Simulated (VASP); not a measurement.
Wanted: the native input for a VASP 6.6.1 run.

| Quantity | Value |
| --- | --- |
| Task | single point |
| Functional | LDA |
| Potentials or basis | VASP PAW LDA potentials, release 64 (Ta_pv) |
| Cutoff | 520 eV |
| k mesh | 18 × 18 × 10 |
| Occupations | gaussian, width 0.15 eV |
| Spin | no spin polarisation |
| Dipole correction | no |
| Further INCAR settings | ALGO = Fast; EDIFF = 1e-07; NBANDS = 18 |

The structure of Ta lies in POSCAR:

```
Ta
1.0
    2.9003720726      0.0000000000      0.0000000000
   -1.4501860363      2.5117958953      0.0000000000
    0.0000000000      0.0000000000      5.3212622200
Ta
2
Direct
    0.6666666667      0.3333333333      0.7500000000
    0.3333333333      0.6666666667      0.2500000000
```

This isn't the form of Ta at room conditions, which is bcc.

This cell differs from its parent crystal: strain +0.0300 x Voigt [0, 0, 1, 0, 0, 0].

The input as run:

INCAR

```
SYSTEM = Ta
  PREC = Accurate
  ENCUT = 520
  EDIFF = 1E-7
  ISMEAR = 0
  SIGMA = 0.15
  LREAL = .FALSE.
  LASPH = .TRUE.
  NELM = 80
  ALGO = Fast
  ISIF = 2
  LWAVE = .FALSE.
  LCHARG = .FALSE.
  NBANDS = 18
```

KPOINTS

```
Automatic mesh
0
G
  18 18 10
  0 0 0
```

Potentials or basis: VASP PAW LDA potentials, release 64 (Ta_pv).

Launch:

```sh
$ cat potpaw_LDA.64/Ta_pv/POTCAR > POTCAR
$ mpirun -np 1 vasp_std > vasp.out
```

Results of the run:

```yaml
Pressure: -15.3 GPa
Band_gap_on_the_k_mesh: zero (bands 11 and 12 overlap by 2.29 eV)
```

Caveat: the cell differs from its parent crystal (strain +0.0300 x Voigt [0, 0, 1, 0, 0, 0]); the cell stands under tension; spin-orbit coupling is left out, which moves the levels of the heavy elements.

Run time: 58 s on 1 thread of Intel(R) Xeon(R) 6975P-C (Granite Rapids), with other jobs on the host, peak memory 0.24 GiB.
